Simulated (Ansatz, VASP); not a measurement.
**HfSi2O6 in VASP and in Ansatz**

```
Hf Si O
1.0
     4.95402   -2.50888    0.00000
     4.95402    2.50888    0.00000
    -0.17520    0.00000    5.88445
Hf Si O
1 2 6
Direct
  0.45967 0.54033 0.50000
  0.01417 0.48196 0.84508
  0.51804 0.98583 0.15492
  0.57222 0.20645 0.29979
  0.84750 0.69603 0.06818
  0.79355 0.42778 0.70021
  0.37387 0.87130 0.31537
  0.30397 0.15250 0.93182
  0.12870 0.62613 0.68463
```

Change from the starting cell: the structure that the rattled cell fell into.

Alike in both runs: task single point; functional PBE; k mesh 4 × 4 × 4; occupations gaussian, width 0.1 eV; no spin polarisation.

|  | VASP | Ansatz |
| --- | --- | --- |
| version | VASP 6.6.1 | Ansatz 0.2.0 |
| potentials or method | VASP PAW PBE potentials, release 64 (Hf_pv, Si, O), cutoff 520 eV | scalar-relativistic, plane waves, PAW |
| valence electrons in the cell | 54 | 70 |

```tsv
	VASP	Ansatz	Ansatz less VASP
gap on the k mesh at the Fermi level (eV)	5.02	5.02	0.000
least direct gap on the mesh (eV)	5.28	5.28	-0.001
pressure (GPa)	-0.3	0.0	+0.38
traceless stress, the component that is largest in VASP (GPa)	-1.28	-1.25	+0.031
rms of the force components (eV/Å)	0.238	0.220	-0.0181
```

Atom by atom the forces differ by 0.074 eV/Å (rms over components). VASP's potentials hold 54 valence electrons a cell and Ansatz's 70, so a difference there can come from the potentials and not from the codes.

Spin-orbit coupling is off throughout.
